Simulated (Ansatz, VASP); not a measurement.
# Te: VASP beside Ansatz

```
CELL_PARAMETERS angstrom
3.82029 -2.14820 0.00000
3.82029 2.14820 0.00000
-0.09429 0.00000 5.97609
ATOMIC_POSITIONS crystal
Te 0.00000 0.00000 0.00000
Te 0.30945 0.30945 0.33881
Te 0.69055 0.69055 0.66119
```

Alike in both runs: task single point; functional PBEsol; k mesh 7 × 7 × 5; occupations fermi-dirac, width 0.05 eV; no spin polarisation.

|  | VASP | Ansatz |
| --- | --- | --- |
| version | VASP 6.6.1 | Ansatz 0.2.0 |
| potentials or method | VASP PAW PBE potentials, release 64 (Te) | Ansatz PAW |
| plane-wave cutoff (eV) | 520 | 420 |
| valence electrons in the cell | 18 | 48 |

```csv
,VASP,Ansatz,Ansatz less VASP
pressure (GPa),-1.8,-1.9,-0.04
"traceless stress, the component that is largest in VASP (GPa)",0.20,0.20,+0.003
rms of the force components (eV/Å),0.046,0.042,-0.0042
```

VASP's potentials were made for PBE, not for PBEsol. Atom by atom the forces differ by 0.004 eV/Å (rms over components). VASP's potentials hold 18 valence electrons a cell and Ansatz's 48, so a difference there can come from the potentials and not from the codes.

Spin-orbit coupling is off throughout.
